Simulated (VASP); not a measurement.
# Hg2H3F (P4mm) in VASP: notebook, part 3 of 3

VASP 6.6.1. Earlier steps stand in the parts before.

## 6. Relaxation of shape and atoms at fixed volume, PBE (20.36 Å³/atom)

This run uses another cell than the first one, of 20.36 Å³/atom.

File INCAR:

```
PREC = Accurate
ENCUT = 600
EDIFF = 1E-6
ISMEAR = 0
SIGMA = 0.02
LREAL = F
LASPH = T
NELM = 80
ALGO = Normal
ISIF = 4
LWAVE = F
LCHARG = F
GGA = PE
IBRION = 2
NSW = 50
EDIFFG = -0.01
```

File KPOINTS:

```
regular mesh
0
Gamma
  6 6 4
```

File POSCAR:

```
Hg2H3F
1.0
    4.0683483500      0.0000000000      0.0000000000
    0.0000000000      4.0683483500      0.0000000000
    0.0000000000      0.0000000000      7.3805268688
Hg H F
2 3 1
Direct
    0.0000000000      0.0000000000      0.0091637891
    0.5000000000      0.5000000000      0.2402515076
    0.5000000000      0.5000000000      0.6585996184
    0.5000000000      0.5000000000      0.7594820657
    0.0000000000      0.0000000000      0.6665681723
    0.0000000000      0.0000000000      0.5399348470
```

Potentials or basis: VASP PAW PBE potentials, release 64 (Hg, H, F).

Run with:

```sh
cat potpaw_PBE.64/Hg/POTCAR potpaw_PBE.64/H/POTCAR potpaw_PBE.64/F/POTCAR > POTCAR
mpirun -np 1 vasp_std > vasp.out
```

Run time: 7.4 min. Hardware: 1 thread of AMD EPYC 9R45 (Zen 5), shared host; peak memory 0.29 GiB.

The run converged. Its results:

| Item | Value |
| --- | --- |
| Free energy | -15.0332 eV |
| Energy gained by relaxing | 1.5 meV/atom |
| Ionic steps | 24 |
| Pressure after relaxing | 0.3 GPa |
| Largest force after relaxing | 0.007 eV/Å |
| Band gap on the k mesh | 2.49 eV (least direct gap 2.52 eV) |

Forces in eV/Å, atoms in the order of the input:
```
Hg   0.000  0.000  0.007
Hg   0.000  0.000  0.004
H    0.000  0.000  0.003
H    0.000  0.000 -0.002
H    0.000  0.000 -0.007
F    0.000  0.000 -0.006
```

The path:
```tsv
step	energy change (eV)	largest force (eV/Å)	pressure (GPa)	volume (Å³)
1	0.0000	0.8622	0.75	122.16
2	0.1008	2.5874	-1.25	122.16
3	-0.0078	0.0603	0.31	122.16
4	-0.0078	0.0654	0.30	122.16
5	-0.0078	0.0692	0.31	122.16
6	-0.0077	0.1044	0.27	122.16
7	-0.0079	0.0262	0.29	122.16
8	-0.0080	0.0285	0.26	122.16
9	-0.0080	0.0674	0.24	122.16
10	-0.0080	0.0669	0.24	122.16
11	-0.0081	0.0657	0.24	122.16
12	-0.0082	0.0635	0.25	122.16
13	-0.0083	0.0591	0.25	122.16
14	-0.0086	0.0499	0.27	122.16
15	-0.0085	0.1084	0.29	122.16
16	-0.0086	0.0706	0.27	122.16
17	-0.0087	0.0429	0.28	122.16
18	-0.0087	0.0239	0.28	122.16
19	-0.0087	0.0223	0.28	122.16
20	-0.0087	0.0193	0.28	122.16
21	-0.0087	0.0226	0.25	122.16
22	-0.0087	0.0138	0.27	122.16
23	-0.0087	0.0121	0.27	122.16
24	-0.0087	0.0070	0.27	122.16
```

Final structure:
```
CELL_PARAMETERS angstrom
4.08146 0.00000 0.00000
0.00000 4.08146 0.00000
0.00000 0.00000 7.33317
ATOMIC_POSITIONS crystal
Hg 0.00000 0.00000 0.00640
Hg 0.50000 0.50000 0.24338
H 0.50000 0.50000 0.65765
H 0.50000 0.50000 0.76024
H 0.00000 0.00000 0.66809
F 0.00000 0.00000 0.53824
```

Levels at points of the mesh, in eV from the valence-band top:
```csv
k point,band 15,band 16,band 17,band 18,band 19,band 20
"(0.00, 0.00, 0.00)",-3.51,-3.51,-0.12,4.25,6.19,6.19
"(0.50, 0.00, 0.00)",-3.47,-1.80,-1.31,3.09,3.20,5.89
"(0.50, 0.50, 0.00)",-3.64,-0.45,-0.01,2.52,2.52,5.31
"(0.00, 0.00, 0.50)",-3.50,-3.50,-0.02,4.57,6.21,6.21
"(0.50, 0.00, 0.50)",-3.49,-1.66,-1.45,2.49,3.81,7.03
"(0.50, 0.50, 0.50)",-3.60,-0.41,-0.07,2.52,2.52,4.75
```

Caveat: spin-orbit coupling is left out, which moves the levels of the heavy elements.

## 7. Relaxation of cell and atoms, PBE

This run uses another cell than the first one, of 22.37 Å³/atom.

File INCAR:

```
SYSTEM = Hg2H3F
  PREC = Accurate
  ENCUT = 600
  EDIFF = 1E-7
  ISMEAR = 0
  SIGMA = 0.02
  LREAL = .False.
  LASPH = .True.
  NELM = 100
  ALGO = Normal
  ISIF = 3
  LWAVE = .False.
  LCHARG = .False.
  GGA = PE
  IBRION = 2
  NSW = 100
  EDIFFG = -0.01
```

File KPOINTS:

```
Automatic mesh
0
Gamma
  6 6 4
  0 0 0
```

File POSCAR:

```
Hg2H3F
1.0
    4.1954773161      0.0000000000      0.0000000000
    0.0000000000      4.1954773161      0.0000000000
    0.0000000000      0.0000000000      7.6263982928
Hg H F
2 3 1
Direct
    0.0000000000      0.0000000000      0.0101606515
    0.5000000000      0.5000000000      0.2329925667
    0.5000000000      0.5000000000      0.6603455287
    0.5000000000      0.5000000000      0.7590025963
    0.0000000000      0.0000000000      0.6675754927
    0.0000000000      0.0000000000      0.5439231642
```

Run with:

```sh
cat potpaw_PBE.64/Hg/POTCAR potpaw_PBE.64/H/POTCAR potpaw_PBE.64/F/POTCAR > POTCAR
mpirun -np 1 vasp_std > vasp.out
```

Run time: 33 min. Hardware: 1 thread of AMD EPYC 9R45 (Zen 5), shared host; peak memory 0.33 GiB.

Results (log left out):

```
Free energy                           : -15.0493 eV
Relaxed volume                        : 21.97 Å³/atom
Relaxed cell                          : a = 4.289 Å, b = 4.289 Å, c = 7.166 Å, α = 90.00°, β = 90.00°, γ = 90.00°
Space group after relaxing (to 0.1 Å) : P4mm (No. 99)
Energy gained by relaxing             : 0.7 meV/atom
Ionic steps                           : 69
Pressure after relaxing               : 0.0 GPa
Largest force after relaxing          : 0.008 eV/Å
Band gap on the k mesh                : 2.27 eV (least direct gap 2.70 eV)
```

Forces in eV/Å, atoms in the order of the input:
```
Hg   0.000  0.000 -0.002
Hg   0.000  0.000 -0.008
H    0.000  0.000 -0.002
H    0.000  0.000  0.006
H    0.000  0.000  0.000
F    0.000  0.000  0.006
```

The path:
| step | energy change (eV) | largest force (eV/Å) | pressure (GPa) | volume (Å³) |
| --- | --- | --- | --- | --- |
| 1 | 0.0000 | 0.2795 | 0.05 | 134.24 |
| 3 | -0.0007 | 0.0141 | -0.06 | 134.26 |
| 5 | -0.0009 | 0.0809 | -0.03 | 134.04 |
| 7 | -0.0010 | 0.0800 | -0.03 | 133.87 |
| 9 | -0.0016 | 0.0765 | 0.00 | 133.13 |
| 11 | -0.0024 | 0.0725 | 0.09 | 130.15 |
| 13 | -0.0025 | 0.0217 | 0.05 | 130.09 |
| 15 | -0.0026 | 0.0449 | 0.05 | 130.21 |
| 17 | -0.0027 | 0.0408 | 0.03 | 130.43 |
| 19 | -0.0027 | 0.1260 | -0.07 | 131.42 |
| 21 | -0.0028 | 0.0748 | -0.03 | 131.05 |
| 23 | -0.0030 | 0.0557 | -0.03 | 131.41 |
| 25 | -0.0031 | 0.0577 | 0.00 | 132.83 |
| 27 | -0.0031 | 0.0222 | -0.01 | 132.33 |
| 29 | -0.0032 | 0.0199 | -0.02 | 132.45 |
| 31 | -0.0032 | 0.0239 | -0.04 | 132.53 |
| 33 | -0.0032 | 0.0219 | -0.04 | 132.55 |
| 35 | -0.0033 | 0.0127 | -0.03 | 132.65 |
| 37 | -0.0034 | 0.0738 | 0.00 | 133.05 |
| 39 | -0.0035 | 0.0636 | -0.01 | 133.13 |
| 41 | -0.0036 | 0.0186 | -0.04 | 133.46 |
| 43 | -0.0036 | 0.0102 | -0.05 | 133.58 |
| 45 | -0.0036 | 0.0102 | -0.05 | 133.57 |
| 47 | -0.0037 | 0.0272 | -0.03 | 133.53 |
| 49 | -0.0037 | 0.0627 | -0.02 | 133.47 |
| 51 | -0.0037 | 0.0544 | -0.02 | 133.42 |
| 53 | -0.0039 | 0.0219 | -0.03 | 133.22 |
| 55 | -0.0040 | 0.1120 | -0.05 | 132.38 |
| 57 | -0.0041 | 0.0372 | -0.03 | 132.65 |
| 59 | -0.0042 | 0.0117 | -0.01 | 132.50 |
| 61 | -0.0042 | 0.0116 | -0.01 | 132.50 |
| 63 | -0.0042 | 0.0112 | 0.00 | 132.44 |
| 65 | -0.0043 | 0.0284 | -0.01 | 132.22 |
| 67 | -0.0043 | 0.0470 | -0.01 | 131.91 |
| 69 | -0.0043 | 0.0076 | 0.02 | 131.81 |

Final structure:
```
CELL_PARAMETERS angstrom
4.28874 0.00000 0.00000
0.00000 4.28874 0.00000
0.00000 0.00000 7.16645
ATOMIC_POSITIONS crystal
Hg 0.00000 0.00000 0.01754
Hg 0.50000 0.50000 0.23265
H 0.50000 0.50000 0.65918
H 0.50000 0.50000 0.76413
H 0.00000 0.00000 0.66662
F 0.00000 0.00000 0.53388
```

Levels at points of the mesh, in eV from the valence-band top:
| k point | band 15 | band 16 | band 17 | band 18 | band 19 | band 20 |
| --- | --- | --- | --- | --- | --- | --- |
| (0.00, 0.00, 0.00) | -3.73 | -3.56 | -0.04 | 4.16 | 5.43 | 5.43 |
| (0.50, 0.00, 0.00) | -3.71 | -2.03 | -1.55 | 3.12 | 3.26 | 5.75 |
| (0.50, 0.50, 0.00) | -3.82 | -0.87 | -0.43 | 2.27 | 2.27 | 4.89 |
| (0.00, 0.00, 0.50) | -3.72 | -3.72 | 0.00 | 4.60 | 5.45 | 5.45 |
| (0.50, 0.00, 0.50) | -3.71 | -1.88 | -1.71 | 2.50 | 3.86 | 7.05 |
| (0.50, 0.50, 0.50) | -3.80 | -0.80 | -0.53 | 2.29 | 2.29 | 4.37 |

Caveat: spin-orbit coupling is left out, which moves the levels of the heavy elements.

## 8. Overview

| task | cell | cutoff (eV) | gap on the mesh (eV) | pressure (GPa) | relaxed volume (Å³/atom) | largest force (eV/Å) |
| --- | --- | --- | --- | --- | --- | --- |
| relaxation of shape and atoms at fixed volume | relaxed from a = 4.349, b = 4.349, c = 7.525 Å, 6 atoms, atomic positions A | 600 | 2.40 | -0.2 | 23.72 | 0.01 |
| single point | a = 4.051, b = 4.051, c = 7.442 Å, 6 atoms, atomic positions B | 520 | 2.45 | 0.3 | - | 0.28 |
| single point | a = 4.195, b = 4.195, c = 7.626 Å, 6 atoms, atomic positions C | 520 | 2.56 | 0.0 | - | 0.29 |
| single point | a = 4.354, b = 4.354, c = 7.505 Å, 6 atoms, atomic positions D | 520 | 2.35 | -0.1 | - | 0.29 |
| relaxation of shape and atoms at fixed volume | relaxed from a = 4.068, b = 4.068, c = 7.381 Å, 6 atoms, atomic positions E | 600 | 2.49 | 0.3 | 20.36 | 0.01 |
| relaxation of cell and atoms | relaxed from a = 4.195, b = 4.195, c = 7.626 Å, 6 atoms, atomic positions C | 600 | 2.27 | 0.0 | 21.97 | 0.01 |

Alike in all rows: level PBE; potentials or basis VASP PAW PBE potentials, release 64 (Hg, H, F); no spin polarisation; k mesh 6 × 6 × 4; smearing gaussian 0.02 eV.

Caveats: spin-orbit coupling is left out, which moves the levels of the heavy elements.

Absolute energies hang on the potentials; compare differences alone.
